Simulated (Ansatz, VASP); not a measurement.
## MgSe: VASP beside Ansatz

```xyz
2
Lattice="0.0000 2.7817 2.7817 2.7817 0.0000 2.7817 2.7817 2.7817 0.0000" Properties=species:S:1:pos:R:3 pbc="T T T"
Mg    0.0000    0.0000    0.0000
Se    2.7817    2.7817    2.7817
```

Alike in both runs: task single point; functional PBE; k mesh 8 × 8 × 8; occupations gaussian, width 0.02 eV; no spin polarisation.

|  | VASP | Ansatz |
| --- | --- | --- |
| version | VASP 6.6.1 | Ansatz 0.2.0 |
| potentials or method | VASP PAW PBE potentials, release 64 (Mg, Se), cutoff 600 eV | scalar-relativistic, plane waves, PAW |
| valence electrons in the cell | 8 | 26 |

VASP gave:

```
gap on the k mesh at the Fermi level (eV) : 1.70
least direct gap on the mesh (eV)         : 2.20
pressure (GPa)                            : -1.8
```

Estimate Ansatz's values.

gap on the k mesh at the Fermi level (eV): 1.72; least direct gap on the mesh (eV): 2.21; pressure (GPa): -1.7.

The functional is the same, so the differences come from potentials, cutoffs and numerics. VASP's potentials hold 8 valence electrons a cell and Ansatz's 26, so a difference there can come from the potentials and not from the codes.
